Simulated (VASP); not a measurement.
A run of VASP 6.6.1:

File POSCAR:

```
KCl
1.0
    3.6934890076      0.0000000000      0.0000000000
    0.0000000000      3.6934890076      0.0000000000
    0.0000000000      0.0000000000      3.6934890076
K Cl
1 1
Direct
    0.0000000000      0.0000000000      0.0000000000
    0.5000000000      0.5000000000      0.5000000000
```

File INCAR.step1:

```
SYSTEM = KCl
PREC = Accurate
ENCUT = 520
ISMEAR = 0
SIGMA = 0.02
LREAL = .FALSE.
LASPH = .TRUE.
NELM = 60
NBANDS = 15
GGA = PE
ALGO = Normal
EDIFF = 1E-4
LWAVE = .TRUE.
LCHARG = .FALSE.
```

INCAR.step2

```
SYSTEM = KCl
PREC = Accurate
ENCUT = 520
EDIFF = 1E-7
ISMEAR = 0
SIGMA = 0.02
LREAL = .FALSE.
LASPH = .TRUE.
NELM = 60
ALGO = Normal
ISIF = 2
LWAVE = .FALSE.
LCHARG = .TRUE.
METAGGA = R2SCAN
LMIXTAU = .TRUE.
LELF = .TRUE.
LVHAR = .TRUE.
NBANDS = 15
ISTART = 1
```

Contents of KPOINTS:

```
regular mesh
0
G
  6 6 6
  0 0 0
```

Potentials or basis: VASP PAW PBE potentials, release 64 (K_sv, Cl).

The run is started by

```bash
$ cat potpaw_PBE.64/K_sv/POTCAR potpaw_PBE.64/Cl/POTCAR > POTCAR
$ cp INCAR.step1 INCAR
$ mpirun -np 1 vasp_std > vasp.out
$ cp INCAR.step2 INCAR
$ mpirun -np 1 vasp_std > vasp.out
```

Hardware: 1 thread of Intel(R) Xeon(R) Platinum 8488C (Sapphire Rapids) (shared host).

Estimate the wall time of this run.

It took 54 s on 1 thread of Intel(R) Xeon(R) Platinum 8488C (Sapphire Rapids), on a shared host, peak memory 0.16 GiB. Counts: k points 20.
